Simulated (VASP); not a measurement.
Na: single point with LDA

The system is Na.

```
Na
1.0
    -2.02872    2.02872    2.02872
     2.02872   -2.02872    2.02872
     2.02872    2.02872   -2.02872
Na
1
Direct
  0.00000 0.00000 0.00000
```

```json
{
 "Program": "VASP 6.6.1",
 "Task": "single point",
 "Functional": "LDA",
 "Potentials or basis": "VASP PAW LDA potentials, release 64 (Na_pv)",
 "Cutoff": "520 eV",
 "k mesh": "11 × 11 × 11",
 "Occupations": "gaussian, width 1 eV",
 "Spin": "no spin polarisation",
 "Dipole correction": "no",
 "Further INCAR settings": "ALGO = Normal; EDIFF = 1e-07; NBANDS = 10"
}
```

```yaml
Pressure: 0.2 GPa
```

Levels at points of the mesh, in eV from the Fermi level:
```csv
k point,band 1,band 2,band 3,band 4,band 5,band 6
"(0.00, 0.00, 0.00)",-24.83,-24.83,-24.83,-3.47,12.36,12.36
```

Wall time 8.9 s on 1 thread of Intel(R) Xeon(R) Platinum 8488C (Sapphire Rapids), on a shared host, peak memory 0.14 GiB.
